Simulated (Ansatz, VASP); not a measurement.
## TaN in VASP and in Ansatz

INCAR

```
SYSTEM = TaN
PREC     = Accurate       ! precision mode
ENCUT    = 520            ! plane-wave cutoff, eV
EDIFF    = 1E-8           ! SCF threshold, eV
ISMEAR   = -1             ! smearing method
SIGMA    = 0.03           ! smearing width, eV
LREAL    = .False.        ! projectors in reciprocal space
LASPH    = .True.         ! aspherical terms in the spheres
NELM     = 100            ! most SCF steps
ALGO     = Normal         ! electronic algorithm
ISIF     = 2              ! what is computed and relaxed
LWAVE    = .False.        ! write WAVECAR
LCHARG   = .False.        ! write CHGCAR
GGA      = CA             ! functional
LEFG     = .True.       
NBANDS   = 24             ! bands
```

Contents of KPOINTS:

```
regular mesh
0
Gamma
  9 9 5
  0 0 0
```

Contents of POSCAR:

```
TaN
1.0
    3.0500010905      0.0000000000      0.0000000000
   -1.5250005453      2.6413784260      0.0000000000
    0.0000000000      0.0000000000      4.8906000000
Ta N
2 2
Direct
    0.3333333333      0.6666666667      0.0000000000
    0.6666666667      0.3333333333      0.5000000000
    0.3333333333      0.6666666667      0.3850000000
    0.6666666667      0.3333333333      0.8850000000
```

Input for Ansatz:

```yaml
crystal:
  lattice:
    - [3.0500010905, 0.0, 0.0]
    - [-1.5250005453, 2.641378426, 0.0]
    - [0.0, 0.0, 4.8906]
  atoms:
    - { symbol: Ta, position: [0.3333333333, 0.6666666667, 0.0] }
    - { symbol: Ta, position: [0.6666666667, 0.3333333333, 0.5] }
    - { symbol: "N", position: [0.3333333333, 0.6666666667, 0.385] }
    - { symbol: "N", position: [0.6666666667, 0.3333333333, 0.885] }
kpoints:
  mp_grid: { grid: [9, 9, 5] }
scf:
  occupations: { method: fermi_dirac, width: 0.03 }
hamiltonian:
  xc: lda
  pseudopotentials: { kind: all_electron, datasets: crystal }
output:
  forces: true
  stress: true
  eigenvalues: true
  efg: { contact_densities: true }
```

Change from the starting cell: zz strain of -1 %, crystal datasets.

Alike in both runs: task electric field gradients; functional LDA; k mesh 9 × 9 × 5; occupations fermi-dirac, width 0.03 eV; no spin polarisation.

|  | VASP | Ansatz |
| --- | --- | --- |
| version | VASP 6.6.1 | Ansatz 0.2.0 |
| potentials or method | VASP PAW LDA potentials, release 64 (Ta_pv, N), cutoff 520 eV | all-electron PAW with datasets made for the crystal, scalar-relativistic |

```csv
,VASP,Ansatz,Ansatz less VASP
pressure (GPa),129.0,122.2,-6.79
"traceless stress, the component that is largest in VASP (GPa)",-14.28,-13.63,+0.653
rms of the force components (eV/Å),0.994,0.988,-0.0064
size of Vzz on the site where it differs most (V/Å²),112.8,109.7,-3.13
```

LDA's correlation is that of Perdew and Zunger in VASP and of Perdew and Wang (1992) in Ansatz. Atom by atom the forces differ by 0.006 eV/Å (rms over components). Both programs put the cell under a high pressure, so it lies far from rest at this level. Ansatz ran all-electron here, and VASP with PAW potentials.

Spin-orbit coupling is off throughout. Noted on VASP's run: the cell as given lies far from equilibrium.
